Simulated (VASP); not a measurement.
# Al2Cu (I4/mmm) in VASP: notebook, part 2 of 2

VASP 6.6.1.

**3. Single point, LDA**

This run uses another cell than the first one, of 14.97 Å³/atom.

INCAR

```
SYSTEM = Al2Cu
PREC = Accurate ; ENCUT = 520
EDIFF = 1E-6 ; ISMEAR = 0
SIGMA = 0.15 ; LREAL = .False.
LASPH = .True. ; NELM = 80
ALGO = Fast ; ISIF = 2
LWAVE = .False. ; LCHARG = .False.
NBANDS = 16
```

KPOINTS

```
regular mesh
0
Gamma
  14 14 14
  0 0 0
```

POSCAR

```
Al2Cu
1.0
   -1.9579079664      1.9579079664      2.9296000000
    1.9579079664     -1.9579079664      2.9296000000
    1.9579079664      1.9579079664     -2.9296000000
Al Cu
2 1
Direct
    0.7500000000      0.2500000000      0.5000000000
    0.2500000000      0.7500000000      0.5000000000
    0.5000000000      0.5000000000      0.0000000000
```

Potentials or basis: VASP PAW LDA potentials, release 64 (Al, Cu).

On the command line:

```sh
cat potpaw_LDA.64/Al/POTCAR potpaw_LDA.64/Cu/POTCAR > POTCAR
mpirun -np 1 vasp_std > vasp.out
```

OUTCAR:

```text
SYSTEM = Al2Cu
   PREC = Accurate
   ENCUT = 520
   EDIFF = 1E-6
   ISMEAR = 0
   LREAL = .False.
   LASPH = .True.
   NELM = 80
   ISIF = 2

 ion  position               nearest neighbor table
   1  0.750  0.250  0.500-   3 2.45   3 2.45   3 2.45   3 2.45   2 2.77   2 2.77   2 2.77   2 2.77
                             2 2.93   2 2.93
   2  0.250  0.750  0.500-   3 2.45   3 2.45   3 2.45   3 2.45   1 2.77   1 2.77   1 2.77   1 2.77
                             1 2.93   1 2.93
   3  0.500  0.500  0.000-   2 2.45   1 2.45   1 2.45   2 2.45   1 2.45   2 2.45   2 2.45   1 2.45

  LATTYP: Found a body centered tetragonal cell.
 ALAT       =     3.9158159328
 C/A-ratio  =     1.4962909648

  Lattice vectors:

 A1 = (  -1.9579079664,   1.9579079664,   2.9296000000)
 A2 = (   1.9579079664,  -1.9579079664,   2.9296000000)
 A3 = (   1.9579079664,   1.9579079664,  -2.9296000000)

Analysis of symmetry for initial positions (statically):
=====================================================================
 Subroutine PRICEL returns:
 Original cell was already a primitive cell.

 Routine SETGRP: Setting up the symmetry group for a
 body centered tetragonal supercell.

 Subroutine GETGRP returns: Found 16 space group operations
 (whereof 16 operations were pure point group operations)
 out of a pool of 16 trial point group operations.

The static configuration has the point symmetry D_4h.

Analysis of symmetry for dynamics (positions and initial velocities):
=====================================================================
 Subroutine PRICEL returns:
 Original cell was already a primitive cell.

 Routine SETGRP: Setting up the symmetry group for a
 body centered tetragonal supercell.

 Subroutine GETGRP returns: Found 16 space group operations
 (whereof 16 operations were pure point group operations)
 out of a pool of 16 trial point group operations.

The dynamic configuration has the point symmetry D_4h.

 Subroutine INISYM returns: Found 16 space group operations
 (whereof 16 operations are pure point group operations),
 and found     1 'primitive' translations

----------------------------------------------------------------------------------------

                                     Primitive cell

  volume of cell :      44.9214

  direct lattice vectors                    reciprocal lattice vectors
    -1.957907966  1.957907966  2.929600000     0.000000000  0.255374619  0.170671764
     1.957907966 -1.957907966  2.929600000     0.255374619  0.000000000  0.170671764
     1.957907966  1.957907966 -2.929600000     0.255374619  0.255374619  0.000000000

  length of vectors
     4.031049909  4.031049909  4.031049909     0.307156388  0.307156388  0.361154249

  position of ions in fractional coordinates (direct lattice)
     0.750000000  0.250000000  0.500000000
     0.250000000  0.750000000  0.500000000
     0.500000000  0.500000000  0.000000000

  ion indices of the primitive-cell ions
   primitive index   ion index
                 1           1
                 2           2
                 3           3

[... 27 lines left out ...]
            Coordinates               Weight
  0.000000  0.000000  0.000000      1.000000
  0.071429 -0.000000  0.000000      8.000000
  0.142857  0.000000  0.000000      8.000000
  0.214286 -0.000000  0.000000      8.000000
  0.285714  0.000000  0.000000      8.000000
  0.357143  0.000000  0.000000      8.000000
[... 16 lines left out ...]
  0.214286  0.142857 -0.000000     16.000000
  0.285714  0.142857 -0.000000     16.000000
 [... further k-points ...]
   k-points           NKPTS =    244   k-points in BZ     NKDIM =    244   number of bands    NBANDS=     16
   number of dos      NEDOS =    301   number of ions     NIONS =      3
   total plane-waves  NPLWV =  27000
   dimension x,y,z NGX =    30 NGY =   30 NGZ =   30
   dimension x,y,z NGXF=    60 NGYF=   60 NGZF=   60
   ions per type =               2   1
   NGX,Y,Z   is equivalent  to a cutoff of  12.37, 12.37, 12.37 a.u.
   NGXF,Y,Z  is equivalent  to a cutoff of  24.74, 24.74, 24.74 a.u.
 SYSTEM =  Al2Cu
   PREC   = accura    normal or accurate (medium, high low for compatibility)
   ISTART =      0    job   : 0-new  1-cont  2-samecut
   ICHARG =      2    charge: 1-file 2-atom 10-const
   ISPIN  =      1    spin polarized calculation?
   LNONCOLLINEAR =      F non collinear calculations
   LSORBIT =      F    spin-orbit coupling
   LASPH  =      T    aspherical Exc in radial PAW
   ENCUT  =  520.0 eV  38.22 Ry    6.18 a.u.   7.50  7.50  7.50*2*pi/ulx,y,z
   NELM   =     80;   NELMIN=  2; NELMDL= -5     # of ELM steps
   EDIFF  = 0.1E-05   stopping-criterion for ELM
   LREAL  =      F    real-space projection
   EDIFFG = 0.1E-04   stopping-criterion for IOM
   NSW    =      0    number of steps for IOM
   IBRION =     -1    ionic relax: 0-MD 1-quasi-New 2-CG
   NFREE  =      0    steps in history (QN), initial steepest desc. (CG)
   ISIF   =      2    stress and relaxation
   ISYM   =      2    0-nonsym 1-usesym 2-fastsym
   POTIM  = 0.5000    time-step for ionic-motion
   TEBEG  =    0.0;   TEEND  =   0.0 temperature during run
   PSTRESS=    0.0 pullay stress
   NELECT =      17.0000    total number of electrons
   NUPDOWN=      -1.0000    fix difference up-down
   EMIN   =  10.00;   EMAX   =-10.00  energy-range for DOS
   EFERMI =   0.00;   METHOD = LEGACY
   ISMEAR =     0;   SIGMA  =   0.15  broadening in eV -4-tet -1-fermi 0-gaus
   EFERMI_NEDOS =   21; number of points for ismear=-14 and -15
   IALGO  =     68    algorithm
   IMIX   =      4    mixing-type and parameters
     AMIX     =   0.40;   BMIX     =  1.00
     AMIX_MAG =   1.60;   BMIX_MAG =  1.00
  volume/ion in A,a.u.               =      14.97       101.05
  Fermi-wavevector in a.u.,A,eV,Ry     =   1.184150  2.237720 19.078253  1.402212
  Thomas-Fermi vector in A             =   2.320370
   LORBIT       =      0    0 simple, 1 ext, 2 COOP (PROOUT), +10 PAW based schemes
   GGA     = CA    functional components
   LHFCALC =     F    Hartree Fock is set to
   AEXX    =    0.0000 exact exchange contribution
   IVDW    =     0    specifies the selected vdW correction
   LEPSILON=     F    determine dielectric tensor
   LRPA    =     F    only Hartree local field effects (RPA)
 non-spin polarized calculation
 RMM-DIIS sequential band-by-band and
 Gauss-broadening in eV      SIGMA  =   0.15
  energy-cutoff  :      520.00
  volume of cell :       44.92
 maximum number of plane-waves:      1233
 NGX is ok and might be reduce to    30
   NGX = 15   NGY = 15   NGZ = 15

 number of electron      17.0000012 magnetization

 Free energy of the ion-electron system (eV)
  ---------------------------------------------------
  ext. energy  EPLUGINS =         0.00000000
  ---------------------------------------------------
  free energy    TOTEN  =       -13.67153660 eV

  energy without entropy =      -13.66159863  energy(sigma->0) =      -13.66656761

 E-fermi :   7.4485     XC(G=0): -10.9204

 val. band max:        7.4393274756   @ k =  -0.2857   0.2143   0.0000
 cond. band min:       7.4508441445   @ k =  -0.2143   0.2143   0.0000
 fundamental gap:      0.0115166689
 Fermi energy:         7.4485459917

 k-point     1 :       0.0000    0.0000    0.0000
  band No.  band energies     occupation
      1      -3.1260      2.00000
      2       2.5672      2.00000
      3       2.5672      2.00000
      4       2.6222      2.00000
      5       3.1262      2.00000
      6       3.2259      2.00000
[... 433 lines left out ...]
      3       2.6607      2.00000
      4       2.7927      2.00000
      5       3.1020      2.00000
      6       3.2358      2.00000
[... 8 lines left out ...]
     15      15.2825      0.00000
     16      18.3673      0.00000

 [... further k-points ...]

------------------------ aborting loop because EDIFF is reached ----------------------------------------

  FORCE on cell =-STRESS in cart. coord.  units (eV):
  Direction    XX          YY          ZZ          XY          YZ          ZX
  --------------------------------------------------------------------------------------
  -------------------------------------------------------------------------------------
  Total        1.1625211      1.1625211     -0.4763133      0.0000000      0.0000000      0.0000000
  in kB       41.4627933     41.4627933    -16.9883187      0.0000000      0.0000000      0.0000000
  external PRESSURE =      21.9790893 kB  Pullay stress =       0.0000000 kB

 VOLUME and BASIS-vectors are now :
 -----------------------------------------------------------------------------
  energy-cutoff  :      520.00
  volume of cell :       44.92
      direct lattice vectors                 reciprocal lattice vectors
    -1.957907966  1.957907966  2.929600000     0.000000000  0.255374619  0.170671764
     1.957907966 -1.957907966  2.929600000     0.255374619  0.000000000  0.170671764
     1.957907966  1.957907966 -2.929600000     0.255374619  0.255374619  0.000000000

 POSITION                                       TOTAL-FORCE (eV/Angst)
 -----------------------------------------------------------------------------------
      0.00000      1.95791      1.46480        -0.000000      0.000000     -0.000000
      1.95791      0.00000      1.46480         0.000000     -0.000000      0.000000
      0.00000      0.00000      2.92960         0.000000      0.000000     -0.000000
 -----------------------------------------------------------------------------------
    total drift:                                0.000000     -0.000000      0.000000

  FREE ENERGIE OF THE ION-ELECTRON SYSTEM (eV)
  ---------------------------------------------------
  free  energy   TOTEN  =       -13.6715365983 eV

  energy  without entropy=      -13.6615986301  energy(sigma->0) =      -13.66656761
```

OSZICAR:

```text
N       E                     dE             d eps       ncg     rms          rms(c)
DAV:   1     0.612857481102E+02    0.61286E+02   -0.69321E+03  7848   0.116E+03
DAV:   2    -0.134434660594E+02   -0.74729E+02   -0.66208E+02  8280   0.205E+02
DAV:   3    -0.160855237534E+02   -0.26421E+01   -0.25893E+01 10784   0.437E+01
DAV:   4    -0.161380250960E+02   -0.52501E-01   -0.52482E-01  8888   0.525E+00
DAV:   5    -0.161404007555E+02   -0.23757E-02   -0.23756E-02 12136   0.128E+00    0.151E+01
RMM:   6    -0.179685027373E+02   -0.18281E+01   -0.37290E+01  9834   0.957E+01    0.126E+01
RMM:   7    -0.137373801706E+02    0.42311E+01   -0.10751E+01  8995   0.537E+01    0.142E+00
RMM:   8    -0.136801230055E+02    0.57257E-01   -0.66603E-01  8465   0.133E+01    0.948E-01
RMM:   9    -0.136701910069E+02    0.99320E-02   -0.70298E-02 10227   0.199E+00    0.213E-01
RMM:  10    -0.136720572889E+02   -0.18663E-02   -0.18722E-02 10241   0.173E+00    0.239E-01
RMM:  11    -0.136732439761E+02   -0.11867E-02   -0.12452E-02  9707   0.171E+00    0.339E-01
RMM:  12    -0.136713934413E+02    0.18505E-02   -0.45039E-03  9792   0.105E+00    0.255E-02
RMM:  13    -0.136715172326E+02   -0.12379E-03   -0.11620E-03 11393   0.246E-01    0.285E-02
RMM:  14    -0.136715347107E+02   -0.17478E-04   -0.18882E-04 11581   0.129E-01    0.631E-02
RMM:  15    -0.136715369548E+02   -0.22440E-05   -0.54106E-05 10396   0.663E-02    0.332E-02
RMM:  16    -0.136715365983E+02    0.35649E-06   -0.63085E-06  9545   0.304E-02
   1 F= -.13671537E+02 E0= -.13666568E+02  d E =-.993797E-02
```

stdout:

```text
POSCAR found type information on POSCAR AlCu
 POSCAR found :  2 types and       3 ions
 scaLAPACK will be used
 LDA part: xc-table for (Slater(with rela. corr.)+CA(PZ))
 , standard interpolation
 POSCAR, INCAR and KPOINTS ok, starting setup
 FFT: planning ... GRIDC
 FFT: planning ... GRID_SOFT
 FFT: planning ... GRID
 WAVECAR not read
 entering main loop
```

It took 2.8 min on 1 thread of AMD EPYC 7R13 (Zen 3), shared host; peak memory 0.25 GiB.

What came out:

```yaml
Free_energy: -13.6715 eV
Pressure: 2.2 GPa
Band_gap_on_the_k_mesh: zero (an odd number of electrons rules out a gap without spin polarisation)
```

Stress tensor (GPa, compression positive):
```
 4.15  0.00  0.00
 0.00  4.15  0.00
 0.00  0.00 -1.70
```
